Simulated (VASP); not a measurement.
**SnSe2: single point with PBEsol**

The system is SnSe2.

```
Sn Se
1.0
     3.81100    0.00000    0.00000
    -1.90550    3.30042    0.00000
     0.00000    0.00000    6.13700
Sn Se
1 2
Direct
  0.00000 0.00000 0.00000
  0.17589 0.66667 0.29888
  0.66667 0.33333 0.75000
```

This cell differs from its parent crystal: atom 2 (Se) moved by (-0.600, +0.300) A along x and z.

```yaml
Program: VASP 6.6.1
Task: single point
Functional: PBEsol
Potentials_or_basis: VASP PAW PBE potentials, release 64 (Sn_d, Se)
Cutoff: 520 eV
k_mesh: 12 × 12 × 6
Occupations: gaussian, width 0.05 eV
Spin: no spin polarisation
Dipole_correction: no
Further_INCAR_settings: ALGO = Normal; EDIFF = 1e-07; NBANDS = 20
```

```json
{
  "Pressure": "0.8 GPa",
  "Largest force": "1.087 eV/Å",
  "Band gap on the k mesh": "zero (band 13 reaches 4.85 eV, above the bottom of band 14 at 4.14 eV)"
}
```

Forces in eV/Å, atoms in the order of the input:
```
Sn  -0.532  0.648  0.672
Se   0.865 -0.509 -0.416
Se  -0.334 -0.139 -0.256
```

Stress tensor (GPa, compression positive):
```
 0.87  0.39  2.97
 0.39  0.76 -2.00
 2.97 -2.00  0.79
```

Levels at points of the mesh, in eV from the Fermi level:
| k point | band 10 | band 11 | band 12 | band 13 | band 14 | band 15 | band 16 | band 17 |
| --- | --- | --- | --- | --- | --- | --- | --- | --- |
| (0.00, 0.00, 0.00) | -1.52 | -0.94 | -0.41 | 0.03 | 0.25 | 2.57 | 3.56 | 4.80 |
| (0.50, 0.00, 0.00) | -3.39 | -3.11 | -2.96 | -0.85 | 0.76 | 2.79 | 4.44 | 4.90 |
| (0.00, 0.50, 0.00) | -4.12 | -2.83 | -2.35 | -0.78 | 0.92 | 2.36 | 4.17 | 5.58 |
| (0.50, 0.50, 0.00) | -4.12 | -2.95 | -1.34 | -0.49 | 0.28 | 2.23 | 3.73 | 4.95 |
| (0.00, 0.00, 0.50) | -1.57 | -1.43 | -0.60 | 0.07 | 1.66 | 2.48 | 3.55 | 4.63 |
| (0.50, 0.00, 0.50) | -3.05 | -2.29 | -1.26 | -1.05 | -0.56 | 1.99 | 3.47 | 4.98 |
| (0.00, 0.50, 0.50) | -3.11 | -2.58 | -1.50 | -0.82 | 0.06 | 2.55 | 3.43 | 4.29 |
| (0.50, 0.50, 0.50) | -3.11 | -2.81 | -2.12 | -0.95 | 0.62 | 3.38 | 4.10 | 4.42 |

It took 11 min on 1 thread of Oxide Virtual Turin-like Processor, with other jobs on the host, peak memory 0.66 GiB.

Caveat: the cell differs from its parent crystal (atom 2 (Se) moved by (-0.600, +0.300) A along x and z); the PAW data sets were made with another functional, which shifts forces and pressure a little; spin-orbit coupling is left out, which moves the levels of the heavy elements.
